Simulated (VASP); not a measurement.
# CoHg3 (Pm-3m) in VASP: single point with r2SCAN

Aim: the single point of CoHg3 with r2SCAN.

Everything below comes from runs of VASP 6.6.1. Logs are shortened: lines on timing, memory, paths and dates and some standing lists are left out, and cuts for length are marked.

## Step 1: The cell of the first run

Symmetry: Pm-3m, No. 221, cubic system. Conventional cell: a = 4.368 Å, b = 4.368 Å, c = 4.368 Å, α = 90.00°, β = 90.00°, γ = 90.00°. Within 4.1 Å of Co (site symmetry m-3m) lie 12 Hg at 3.09 Å. Within 4.1 Å of Hg (site symmetry 4/mmm) lie 4 Co at 3.09 Å and 8 Hg at 3.09 Å.

## Step 2: Single point, r2SCAN, collinear spin, ferromagnetic start

The input, POSCAR:

```
CoHg3
1.0
    4.3675622198      0.0000000000      0.0000000000
    0.0000000000      4.3675622198      0.0000000000
    0.0000000000      0.0000000000      4.3675622198
Co Hg
1 3
Direct
    0.0000000000      0.0000000000      0.0000000000
    0.0000000000      0.5000000000      0.5000000000
    0.5000000000      0.0000000000      0.5000000000
    0.5000000000      0.5000000000      0.0000000000
```

The input, INCAR.step1:

```
SYSTEM = CoHg3
PREC = Accurate ; ENCUT = 660
ISMEAR = 0 ; SIGMA = 0.1
LREAL = .FALSE. ; LASPH = .TRUE.
NELM = 200 ; ISPIN = 2
MAGMOM = 3 0 0 0 ; LMAXMIX = 4
NBANDS = 34 ; GGA = PE
ALGO = Normal ; EDIFF = 1E-5
LWAVE = .TRUE. ; LCHARG = .FALSE.
GGA_COMPAT = .FALSE.
```

The input, INCAR.step2:

```
SYSTEM = CoHg3
PREC = Accurate ; ENCUT = 660
EDIFF = 1E-6 ; ISMEAR = 0
SIGMA = 0.1 ; LREAL = .FALSE.
LASPH = .TRUE. ; NELM = 200
ALGO = Normal ; ISIF = 2
LWAVE = .FALSE. ; LCHARG = .FALSE.
ISPIN = 2 ; MAGMOM = 3 0 0 0
LORBIT = 11 ; LMAXMIX = 4
METAGGA = R2SCAN ; LMIXTAU = .TRUE.
NBANDS = 34 ; ISTART = 1
GGA_COMPAT = .FALSE.
```

The input, KPOINTS:

```
Automatic mesh
0
G
  4 4 4
  0 0 0
```

Potentials or basis: VASP PAW PBE potentials, release 64 (Co, Hg).

Started as:

```sh
$ cat potpaw_PBE.64/Co/POTCAR potpaw_PBE.64/Hg/POTCAR > POTCAR
$ cp INCAR.step1 INCAR
$ mpirun -np 1 vasp_std > vasp.out
$ cp INCAR.step2 INCAR
$ mpirun -np 1 vasp_std > vasp.out
```

OUTCAR:

```text
SYSTEM = CoHg3
   PREC = Accurate
   ENCUT = 660
   EDIFF = 1E-6
   ISMEAR = 0
   LREAL = .FALSE.
   LASPH = .TRUE.
   NELM = 200
   ISIF = 2
   ISPIN = 2
   LORBIT = 11
   METAGGA = R2SCAN
   ISTART = 1

 ion  position               nearest neighbor table
   1  0.000  0.000  0.000-   2 3.09   3 3.09   4 3.09   2 3.09   3 3.09   2 3.09   4 3.09   2 3.09
                             3 3.09   4 3.09   3 3.09   4 3.09
   2  0.000  0.500  0.500-   1 3.09   3 3.09   4 3.09   1 3.09   4 3.09   1 3.09   3 3.09   1 3.09
                             3 3.09   4 3.09   4 3.09   3 3.09
   3  0.500  0.000  0.500-   1 3.09   2 3.09   4 3.09   1 3.09   4 3.09   2 3.09   4 3.09   4 3.09
                             1 3.09   2 3.09   1 3.09   2 3.09
   4  0.500  0.500  0.000-   1 3.09   2 3.09   3 3.09   2 3.09   3 3.09   1 3.09   3 3.09   3 3.09
                             1 3.09   2 3.09   2 3.09   1 3.09

  LATTYP: Found a simple cubic cell.
 ALAT       =     4.3675622198

  Lattice vectors:

 A1 = (   4.3675622198,   0.0000000000,   0.0000000000)
 A2 = (   0.0000000000,   4.3675622198,   0.0000000000)
 A3 = (   0.0000000000,   0.0000000000,   4.3675622198)

Analysis of symmetry for initial positions (statically):
=====================================================================
 Subroutine PRICEL returns:
 Original cell was already a primitive cell.

 Routine SETGRP: Setting up the symmetry group for a
 simple cubic supercell.

 Subroutine GETGRP returns: Found 48 space group operations
 (whereof 48 operations were pure point group operations)
 out of a pool of 48 trial point group operations.

The static configuration has the point symmetry O_h .

Analysis of symmetry for dynamics (positions and initial velocities):
=====================================================================
 Subroutine PRICEL returns:
 Original cell was already a primitive cell.

 Routine SETGRP: Setting up the symmetry group for a
 simple cubic supercell.

 Subroutine GETGRP returns: Found 48 space group operations
 (whereof 48 operations were pure point group operations)
 out of a pool of 48 trial point group operations.

The dynamic configuration has the point symmetry O_h .

Analysis of structural, dynamic, and magnetic symmetry:
=====================================================================
 Subroutine PRICEL returns:
 Original cell was already a primitive cell.

 Routine SETGRP: Setting up the symmetry group for a
 simple cubic supercell.

 Subroutine GETGRP returns: Found 48 space group operations
 (whereof 48 operations were pure point group operations)
 out of a pool of 48 trial point group operations.

The overall configuration has the point symmetry O_h .

 Subroutine INISYM returns: Found 48 space group operations
 (whereof 48 operations are pure point group operations),
 and found     1 'primitive' translations

----------------------------------------------------------------------------------------

                                     Primitive cell

  volume of cell :      83.3139

  direct lattice vectors                    reciprocal lattice vectors
     4.367562220  0.000000000  0.000000000     0.228960676  0.000000000  0.000000000
     0.000000000  4.367562220  0.000000000     0.000000000  0.228960676  0.000000000
     0.000000000  0.000000000  4.367562220     0.000000000  0.000000000  0.228960676

  length of vectors
     4.367562220  4.367562220  4.367562220     0.228960676  0.228960676  0.228960676

  position of ions in fractional coordinates (direct lattice)
     0.000000000  0.000000000  0.000000000
     0.000000000  0.500000000  0.500000000
     0.500000000  0.000000000  0.500000000
     0.500000000  0.500000000  0.000000000

  ion indices of the primitive-cell ions
   primitive index   ion index
                 1           1
                 2           2
                 3           3
                 4           4

----------------------------------------------------------------------------------------

 KPOINTS: Automatic mesh

Automatic generation of k-mesh.
 Grid dimensions read from file:
 generate k-points for:    4    4    4

 Generating k-lattice:

  Cartesian coordinates                     Fractional coordinates (reciprocal lattice)
     0.057240169  0.000000000  0.000000000     0.250000000  0.000000000  0.000000000
     0.000000000  0.057240169  0.000000000     0.000000000  0.250000000  0.000000000
     0.000000000  0.000000000  0.057240169     0.000000000  0.000000000  0.250000000

  Length of vectors
     0.057240169  0.057240169  0.057240169

  Shift w.r.t. Gamma in fractional coordinates (k-lattice)
     0.000000000  0.000000000  0.000000000

 Subroutine IBZKPT returns following result:
 ===========================================

 Found     10 irreducible k-points:

 Following reciprocal coordinates:
            Coordinates               Weight
  0.000000  0.000000  0.000000      1.000000
  0.250000  0.000000  0.000000      6.000000
  0.500000  0.000000  0.000000      3.000000
  0.250000  0.250000  0.000000     12.000000
  0.500000  0.250000  0.000000     12.000000
  0.500000  0.500000  0.000000      3.000000
  0.250000  0.250000  0.250000      8.000000
  0.500000  0.250000  0.250000     12.000000
  0.500000  0.500000  0.250000      6.000000
  0.500000  0.500000  0.500000      1.000000
   k-points           NKPTS =     10   k-points in BZ     NKDIM =     10   number of bands    NBANDS=     34
   number of dos      NEDOS =    301   number of ions     NIONS =      4
   total plane-waves  NPLWV =  64000
   dimension x,y,z NGX =    40 NGY =   40 NGZ =   40
   dimension x,y,z NGXF=    80 NGYF=   80 NGZF=   80
   ions per type =               1   3
   NGX,Y,Z   is equivalent  to a cutoff of  15.23, 15.23, 15.23 a.u.
   NGXF,Y,Z  is equivalent  to a cutoff of  30.45, 30.45, 30.45 a.u.
 SYSTEM =  CoHg3
   PREC   = accura    normal or accurate (medium, high low for compatibility)
   ISTART =      1    job   : 0-new  1-cont  2-samecut
   ICHARG =      0    charge: 1-file 2-atom 10-const
   ISPIN  =      2    spin polarized calculation?
   LNONCOLLINEAR =      F non collinear calculations
   LSORBIT =      F    spin-orbit coupling
   LASPH  =      T    aspherical Exc in radial PAW
   ENCUT  =  660.0 eV  48.51 Ry    6.96 a.u.   9.15  9.15  9.15*2*pi/ulx,y,z
   NELM   =    200;   NELMIN=  2; NELMDL=  0     # of ELM steps
   EDIFF  = 0.1E-05   stopping-criterion for ELM
   LREAL  =      F    real-space projection
   EDIFFG = 0.1E-04   stopping-criterion for IOM
   NSW    =      0    number of steps for IOM
   IBRION =     -1    ionic relax: 0-MD 1-quasi-New 2-CG
   NFREE  =      0    steps in history (QN), initial steepest desc. (CG)
   ISIF   =      2    stress and relaxation
   ISYM   =      2    0-nonsym 1-usesym 2-fastsym
   POTIM  = 0.5000    time-step for ionic-motion
   TEBEG  =    0.0;   TEEND  =   0.0 temperature during run
   PSTRESS=    0.0 pullay stress
   NELECT =      45.0000    total number of electrons
   NUPDOWN=      -1.0000    fix difference up-down
   EMIN   =  10.00;   EMAX   =-10.00  energy-range for DOS
   EFERMI =   0.00;   METHOD = LEGACY
   ISMEAR =     0;   SIGMA  =   0.10  broadening in eV -4-tet -1-fermi 0-gaus
   EFERMI_NEDOS =   21; number of points for ismear=-14 and -15
   IALGO  =     38    algorithm
   IMIX   =      4    mixing-type and parameters
     AMIX     =   0.40;   BMIX     =  1.00
     AMIX_MAG =   1.60;   BMIX_MAG =  1.00
  volume/ion in A,a.u.               =      20.83       140.56
  Fermi-wavevector in a.u.,A,eV,Ry     =   1.333235  2.519448 24.184552  1.777514
  Thomas-Fermi vector in A             =   2.462108
   LORBIT       =     11    0 simple, 1 ext, 2 COOP (PROOUT), +10 PAW based schemes
   METAGGA = R2SCAN    functional components
   LHFCALC =     F    Hartree Fock is set to
   AEXX    =    0.0000 exact exchange contribution
   IVDW    =     0    specifies the selected vdW correction
   LEPSILON=     F    determine dielectric tensor
   LRPA    =     F    only Hartree local field effects (RPA)
 spin polarized calculation
 Gauss-broadening in eV      SIGMA  =   0.10
  energy-cutoff  :      660.00
  volume of cell :       83.31
 maximum number of plane-waves:      3221
 NGX is ok and might be reduce to    40
   NGX = 19   NGY = 19   NGZ = 19

 number of electron      45.0000011 magnetization       1.9182731

 Free energy of the ion-electron system (eV)
  ---------------------------------------------------
  ext. energy  EPLUGINS =         0.00000000
  ---------------------------------------------------
  free energy    TOTEN  =      -159.32926083 eV

  energy without entropy =     -159.31907141  energy(sigma->0) =     -159.32416612

 E-fermi :   4.0661     XC(G=0): -11.9044

 val. band max:        3.9560542145   @ k =   0.5000   0.5000   0.0000
 cond. band min:       4.0903318331   @ k =   0.5000   0.2500   0.2500
 fundamental gap:      0.1342776185
 Fermi energy:         4.0660742631

 spin component 1

 k-point     1 :       0.0000    0.0000    0.0000
  band No.  band energies     occupation
      1      -5.9384      1.00000
      2      -4.9791      1.00000
      3      -4.8092      1.00000
      4      -4.8092      1.00000
      5      -4.8092      1.00000
      6      -4.4851      1.00000
[... 359 lines left out ...]
     33      18.0104      0.00000
     34      18.0104      0.00000
 Fermi energy:         4.0660742631

 spin component 2

 k-point     1 :       0.0000    0.0000    0.0000
  band No.  band energies     occupation
      1      -5.9649      1.00000
      2      -4.9825      1.00000
      3      -4.8081      1.00000
      4      -4.8081      1.00000
      5      -4.8081      1.00000
      6      -4.4965      1.00000
[... 359 lines left out ...]
     33      18.1667      0.00000
     34      18.1667      0.00000

------------------------ aborting loop because EDIFF is reached ----------------------------------------

  FORCE on cell =-STRESS in cart. coord.  units (eV):
  Direction    XX          YY          ZZ          XY          YZ          ZX
  --------------------------------------------------------------------------------------
  -------------------------------------------------------------------------------------
  Total       -2.0481845     -2.0481845     -2.0481845      0.0000000     -0.0000000      0.0000000
  in kB      -39.3878581    -39.3878581    -39.3878581      0.0000000     -0.0000000      0.0000000
  external PRESSURE =     -39.3878581 kB  Pullay stress =       0.0000000 kB

 VOLUME and BASIS-vectors are now :
 -----------------------------------------------------------------------------
  energy-cutoff  :      660.00
  volume of cell :       83.31
      direct lattice vectors                 reciprocal lattice vectors
     4.367562220  0.000000000  0.000000000     0.228960676  0.000000000  0.000000000
     0.000000000  4.367562220  0.000000000     0.000000000  0.228960676  0.000000000
     0.000000000  0.000000000  4.367562220     0.000000000  0.000000000  0.228960676

 POSITION                                       TOTAL-FORCE (eV/Angst)
 -----------------------------------------------------------------------------------
      0.00000      0.00000      0.00000         0.000000      0.000000      0.000000
      0.00000      2.18378      2.18378         0.000000      0.000000      0.000000
      2.18378      0.00000      2.18378         0.000000      0.000000      0.000000
      2.18378      2.18378      0.00000         0.000000      0.000000      0.000000
 -----------------------------------------------------------------------------------
    total drift:                               -0.000000     -0.000000     -0.000000

  FREE ENERGIE OF THE ION-ELECTRON SYSTEM (eV)
  ---------------------------------------------------
  free  energy   TOTEN  =      -159.3292608280 eV

  energy  without entropy=     -159.3190714076  energy(sigma->0) =     -159.32416612

 total charge

# of ion       s       p       d       tot
------------------------------------------
    1        0.294   0.178   7.250   7.722
    2        0.824   0.350   9.310  10.484
    3        0.824   0.350   9.310  10.484
    4        0.824   0.350   9.310  10.484
--------------------------------------------------
tot          2.765   1.227  35.182  39.173

 magnetization (x)

# of ion       s       p       d       tot
------------------------------------------
    1        0.037   0.001   2.007   2.045
    2        0.014  -0.028   0.008  -0.006
    3        0.014  -0.028   0.008  -0.006
    4        0.014  -0.028   0.008  -0.006
--------------------------------------------------
tot          0.081  -0.083   2.030   2.027
```

Wall time 3.4 min (1 thread of Intel Xeon Platinum 8375C at 2.90GHz (Ice Lake), shared host); peak memory 0.34 GiB.

Results:

| Property | Result |
| --- | --- |
| Free energy | -159.3293 eV |
| Pressure | -3.9 GPa |
| Net moment | 1.92 μB per cell |
| Site moments | Co +2.04; Hg -0.01 μB |
| Valence electrons inside the program's atomic spheres | Co 7.72; Hg 10.48 |

Levels at points of the mesh, in eV from the Fermi level:
Spin up:
| k point | band 21 | band 22 | band 23 | band 24 | band 25 | band 26 | band 27 | band 28 |
| --- | --- | --- | --- | --- | --- | --- | --- | --- |
| (0.00, 0.00, 0.00) | -2.62 | -0.33 | -0.33 | -0.33 | 0.97 | 0.97 | 3.43 | 7.82 |
| (0.50, 0.00, 0.00) | -2.61 | -2.42 | 0.76 | 2.58 | 2.95 | 2.95 | 3.59 | 3.59 |
| (0.50, 0.50, 0.00) | -3.32 | -2.55 | -2.44 | -1.80 | 4.89 | 5.33 | 5.33 | 5.88 |
| (0.50, 0.50, 0.50) | -2.27 | -1.78 | -1.78 | -1.78 | -1.34 | -1.34 | -1.34 | 1.31 |
Spin down:
```
           k point  band 17  band 18  band 19  band 20  band 21  band 22  band 23  band 24  band 25  band 26
(0.00, 0.00, 0.00)    -1.59    -1.59    -0.38    -0.38    -0.38     0.41     0.42     0.42     1.23     1.23
(0.50, 0.00, 0.00)    -6.38    -1.44    -1.15    -0.38    -0.38     0.39     0.73     2.98     3.43     3.43
(0.50, 0.50, 0.00)    -4.10    -4.10    -3.20    -1.14    -0.76    -0.11    -0.11     0.73     4.96     5.35
(0.50, 0.50, 0.50)    -2.54    -2.54    -2.25    -1.87    -1.87    -1.87    -1.03    -1.03     1.08     1.08
```

Caveat: the cell stands under tension; the PAW data sets were made with another functional, which shifts forces and pressure a little; spin-orbit coupling is left out, which moves the levels of the heavy elements.
